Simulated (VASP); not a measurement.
# HfN (Fm-3m) in VASP: notebook

HfN is run at these levels: LDA; tasks: single point.

All numbers are computed with VASP 6.6.1; they aren't measurements. Logs are shortened: lines on timing, memory, paths and dates and some standing lists are left out, and cuts for length are marked.

## (1) The cell of the first run

It takes space group Fm-3m (No. 225, cubic). The conventional cell has a = 4.577 Å, b = 4.577 Å, c = 4.577 Å, α = 90.00°, β = 90.00°, γ = 90.00°. Within 3.0 Å of Hf (site symmetry m-3m) lie 6 N at 2.29 Å. Within 3.0 Å of N (site symmetry m-3m) lie 6 Hf at 2.29 Å.

## (2) Single point, LDA (volume scaled by 1.04)

INCAR reads:

```
SYSTEM = HfN
PREC = Accurate ; ENCUT = 520
EDIFF = 1E-6 ; ISMEAR = -1
SIGMA = 0.03 ; LREAL = .FALSE.
LASPH = .TRUE. ; NELM = 100
ALGO = Normal ; ISIF = 2
LWAVE = .FALSE. ; LCHARG = .TRUE.
LELF = .TRUE. ; LVHAR = .TRUE.
NBANDS = 14
```

KPOINTS reads:

```
regular mesh
0
G
  10 10 10
  0 0 0
```

POSCAR reads:

```
HfN
1.0
    0.0000000000      2.2887270932      2.2887270932
    2.2887270932      0.0000000000      2.2887270932
    2.2887270932      2.2887270932      0.0000000000
Hf N
1 1
Direct
    0.0000000000      0.0000000000      0.0000000000
    0.5000000000      0.5000000000      0.5000000000
```

Potentials or basis: VASP PAW LDA potentials, release 64 (Hf_pv, N).

The run is started by

```
$ cat potpaw_LDA.64/Hf_pv/POTCAR potpaw_LDA.64/N/POTCAR > POTCAR
$ mpirun -np 1 vasp_std > vasp.out
```

OUTCAR:

```text
SYSTEM = HfN
   PREC = Accurate
   ENCUT = 520
   EDIFF = 1E-6
   ISMEAR = -1
   LREAL = .FALSE.
   LASPH = .TRUE.
   NELM = 100
   ISIF = 2

 ion  position               nearest neighbor table
   1  0.000  0.000  0.000-   2 2.29   2 2.29   2 2.29   2 2.29   2 2.29   2 2.29
   2  0.500  0.500  0.500-   1 2.29   1 2.29   1 2.29   1 2.29   1 2.29   1 2.29

  LATTYP: Found a face centered cubic cell.
 ALAT       =     4.5774541864

  Lattice vectors:

 A1 = (   0.0000000000,   2.2887270932,   2.2887270932)
 A2 = (   2.2887270932,   0.0000000000,   2.2887270932)
 A3 = (   2.2887270932,   2.2887270932,   0.0000000000)

Analysis of symmetry for initial positions (statically):
=====================================================================
 Subroutine PRICEL returns:
 Original cell was already a primitive cell.

 Routine SETGRP: Setting up the symmetry group for a
 face centered cubic supercell.

 Subroutine GETGRP returns: Found 48 space group operations
[... 9 lines left out ...]

 Routine SETGRP: Setting up the symmetry group for a
 face centered cubic supercell.

 Subroutine GETGRP returns: Found 48 space group operations
[... 11 lines left out ...]
                                     Primitive cell

  volume of cell :      23.9779

  direct lattice vectors                    reciprocal lattice vectors
     0.000000000  2.288727093  2.288727093    -0.218462044  0.218462044  0.218462044
     2.288727093  0.000000000  2.288727093     0.218462044 -0.218462044  0.218462044
     2.288727093  2.288727093  0.000000000     0.218462044  0.218462044 -0.218462044

  length of vectors
     3.236748896  3.236748896  3.236748896     0.378387361  0.378387361  0.378387361

  position of ions in fractional coordinates (direct lattice)
     0.000000000  0.000000000  0.000000000
     0.500000000  0.500000000  0.500000000

  ion indices of the primitive-cell ions
   primitive index   ion index
                 1           1
                 2           2

----------------------------------------------------------------------------------------

 KPOINTS: regular mesh

Automatic generation of k-mesh.
 Grid dimensions read from file:
 generate k-points for:   10   10   10

 Generating k-lattice:

  Cartesian coordinates                     Fractional coordinates (reciprocal lattice)
[... 58 lines left out ...]
   ENCUT  =  520.0 eV  38.22 Ry    6.18 a.u.   6.02  6.02  6.02*2*pi/ulx,y,z
   NELM   =    100;   NELMIN=  2; NELMDL= -5     # of ELM steps
   EDIFF  = 0.1E-05   stopping-criterion for ELM
   LREAL  =      F    real-space projection
   EDIFFG = 0.1E-04   stopping-criterion for IOM
   NSW    =      0    number of steps for IOM
   IBRION =     -1    ionic relax: 0-MD 1-quasi-New 2-CG
   NFREE  =      0    steps in history (QN), initial steepest desc. (CG)
   ISIF   =      2    stress and relaxation
   ISYM   =      2    0-nonsym 1-usesym 2-fastsym
   POTIM  = 0.5000    time-step for ionic-motion
   TEBEG  =    0.0;   TEEND  =   0.0 temperature during run
   PSTRESS=    0.0 pullay stress
   NELECT =      15.0000    total number of electrons
   NUPDOWN=      -1.0000    fix difference up-down
   EMIN   =  10.00;   EMAX   =-10.00  energy-range for DOS
   EFERMI =   0.00;   METHOD = LEGACY
   ISMEAR =    -1;   SIGMA  =   0.03  broadening in eV -4-tet -1-fermi 0-gaus
   EFERMI_NEDOS =   21; number of points for ismear=-14 and -15
   IALGO  =     38    algorithm
   IMIX   =      4    mixing-type and parameters
     AMIX     =   0.40;   BMIX     =  1.00
     AMIX_MAG =   1.60;   BMIX_MAG =  1.00
  volume/ion in A,a.u.               =      11.99        80.91
  Fermi-wavevector in a.u.,A,eV,Ry     =   1.400129  2.645859 26.672316  1.960360
  Thomas-Fermi vector in A             =   2.523120
   LORBIT       =      0    0 simple, 1 ext, 2 COOP (PROOUT), +10 PAW based schemes
   GGA     = CA    functional components
   LHFCALC =     F    Hartree Fock is set to
   AEXX    =    0.0000 exact exchange contribution
   IVDW    =     0    specifies the selected vdW correction
   LEPSILON=     F    determine dielectric tensor
   LRPA    =     F    only Hartree local field effects (RPA)
 non-spin polarized calculation
  energy-cutoff  :      520.00
  volume of cell :       23.98
 maximum number of plane-waves:       659
   NGX = 13   NGY = 13   NGZ = 13

 number of electron      15.0000000 magnetization

 Free energy of the ion-electron system (eV)
  ---------------------------------------------------
  ext. energy  EPLUGINS =         0.00000000
  ---------------------------------------------------
  free energy    TOTEN  =       -23.74742003 eV

  energy without entropy =      -23.74469765  energy(sigma->0) =      -23.74605884

 E-fermi :   7.8614     XC(G=0): -12.7788

 val. band max:        7.8270116773   @ k =  -0.4000   0.3000   0.0000
 cond. band min:       7.8781358244   @ k =  -0.1000   0.1000   0.0000
 fundamental gap:      0.0511241471
 Fermi energy:         7.8614134873

 k-point     1 :       0.0000    0.0000    0.0000
  band No.  band energies     occupation
      1     -23.2423      2.00000
      2     -23.2423      2.00000
      3     -23.2423      2.00000
      4      -9.1655      2.00000
      5       4.9304      2.00000
      6       4.9304      2.00000
      7       4.9304      2.00000
      8       7.4706      2.00000
      9       7.4706      2.00000
     10       7.4706      2.00000
     11       9.4541      0.00000
     12       9.6534      0.00000
     13       9.6534      0.00000
     14      17.4019      0.00000
[... 377 lines left out ...]
      1     -23.8390      2.00000
      2     -23.4775      2.00000
      3     -23.4520      2.00000
      4      -7.8023      2.00000
      5       1.4178      2.00000
      6       3.3774      2.00000
      7       3.8403      2.00000
      8       5.4663      2.00000
      9      11.6649      0.00000
     10      12.1432      0.00000
     11      12.2991      0.00000
     12      12.3417      0.00000
     13      16.5392      0.00000
     14      18.6144      0.00000

 [... further k-points ...]
[... 5 lines left out ...]
  --------------------------------------------------------------------------------------
  -------------------------------------------------------------------------------------
  Total       -2.9875772     -2.9875772     -2.9875772      0.0000000     -0.0000000      0.0000000
  in kB     -199.6262685   -199.6262685   -199.6262685      0.0000000     -0.0000000      0.0000000
  external PRESSURE =    -199.6262685 kB  Pullay stress =       0.0000000 kB

 VOLUME and BASIS-vectors are now :
 -----------------------------------------------------------------------------
  energy-cutoff  :      520.00
  volume of cell :       23.98
      direct lattice vectors                 reciprocal lattice vectors
     0.000000000  2.288727093  2.288727093    -0.218462044  0.218462044  0.218462044
     2.288727093  0.000000000  2.288727093     0.218462044 -0.218462044  0.218462044
     2.288727093  2.288727093  0.000000000     0.218462044  0.218462044 -0.218462044

 POSITION                                       TOTAL-FORCE (eV/Angst)
 -----------------------------------------------------------------------------------
      0.00000      0.00000      0.00000        -0.000000     -0.000000     -0.000000
      2.28873      2.28873      2.28873         0.000000      0.000000      0.000000
 -----------------------------------------------------------------------------------
    total drift:                                0.000000     -0.000000     -0.000000

  FREE ENERGIE OF THE ION-ELECTRON SYSTEM (eV)
  ---------------------------------------------------
  free  energy   TOTEN  =       -23.7474200322 eV

  energy  without entropy=      -23.7446976510  energy(sigma->0) =      -23.74605884
```

stdout:

```text
POSCAR found type information on POSCAR HfN
 POSCAR found :  2 types and       2 ions
 scaLAPACK will be used
 LDA part: xc-table for (Slater(with rela. corr.)+CA(PZ))
 , standard interpolation
 POSCAR, INCAR and KPOINTS ok, starting setup
 FFT: planning ... GRIDC
 FFT: planning ... GRID_SOFT
 FFT: planning ... GRID
 WAVECAR not read
 entering main loop
```

It took 19 s on 1 thread of Intel Xeon 8259CL, shared host; peak memory 0.14 GiB.

What came out:

```yaml
Free_energy: -23.7474 eV
Pressure: -20.0 GPa
```

Levels at points of the mesh, in eV from the Fermi level:
| k point | band 4 | band 5 | band 6 | band 7 | band 8 | band 9 | band 10 | band 11 | band 12 | band 13 |
| --- | --- | --- | --- | --- | --- | --- | --- | --- | --- | --- |
| (0.00, 0.00, 0.00) | -17.03 | -2.93 | -2.93 | -2.93 | -0.39 | -0.39 | -0.39 | 1.59 | 1.79 | 1.79 |
| (0.50, 0.00, 0.00) | -14.43 | -8.64 | -5.98 | -5.98 | 3.07 | 3.45 | 3.45 | 4.33 | 8.33 | 8.33 |
| (0.50, 0.50, 0.00) | -15.93 | -5.32 | -3.67 | -3.61 | -3.61 | 3.81 | 5.17 | 5.17 | 5.19 | 7.43 |

Caveat: spin-orbit coupling is left out, which moves the levels of the heavy elements.

## (3) Single point, LDA (volume scaled by 1.06)

INCAR reads:

```
SYSTEM = HfN
ALGO     = Normal         ! electronic algorithm
EDIFF    = 1E-6           ! SCF threshold, eV
ENCUT    = 520            ! plane-wave cutoff, eV
ISIF     = 2              ! what is computed and relaxed
ISMEAR   = -1             ! smearing method
LASPH    = .True.         ! aspherical terms in the spheres
LCHARG   = .True.         ! write CHGCAR
LELF     = .True.         ! ELF
LREAL    = .False.        ! projectors in reciprocal space
LVHAR    = .True.       
LWAVE    = .False.        ! write WAVECAR
NBANDS   = 14             ! bands
NELM     = 60             ! most SCF steps
PREC     = Accurate       ! precision mode
SIGMA    = 0.03           ! smearing width, eV
```

KPOINTS reads:

```
k-points
0
Gamma
  10 10 10
  0 0 0
```

POSCAR reads:

```
HfN
1.0
    0.0000000000      2.3033053658      2.3033053658
    2.3033053658      0.0000000000      2.3033053658
    2.3033053658      2.3033053658      0.0000000000
Hf N
1 1
Direct
    0.0000000000      0.0000000000      0.0000000000
    0.5000000000      0.5000000000      0.5000000000
```

Potentials or basis: VASP PAW LDA potentials, release 64 (Hf_pv, N).

The run is started by

```
$ cat potpaw_LDA.64/Hf_pv/POTCAR potpaw_LDA.64/N/POTCAR > POTCAR
$ mpirun -np 1 vasp_std > vasp.out
```

Run time: 18 s. Hardware: 1 thread of Intel Xeon 8259CL, shared host; peak memory 0.14 GiB.

The run converged. Its results:

```
Free energy : -23.6844 eV
Pressure    : -23.9 GPa
```

Levels at points of the mesh, in eV from the Fermi level:
```
           k point  band 4  band 5  band 6  band 7  band 8  band 9  band 10  band 11  band 12  band 13
(0.00, 0.00, 0.00)  -16.91   -2.90   -2.90   -2.90   -0.38   -0.38    -0.38     1.42     1.75     1.75
(0.50, 0.00, 0.00)  -14.42   -8.52   -5.89   -5.89    2.99    3.36     3.36     4.24     8.11     8.11
(0.50, 0.50, 0.00)  -15.82   -5.31   -3.59   -3.59   -3.59    3.71     4.98     5.03     5.03     7.19
```

Caveat: spin-orbit coupling is left out, which moves the levels of the heavy elements.
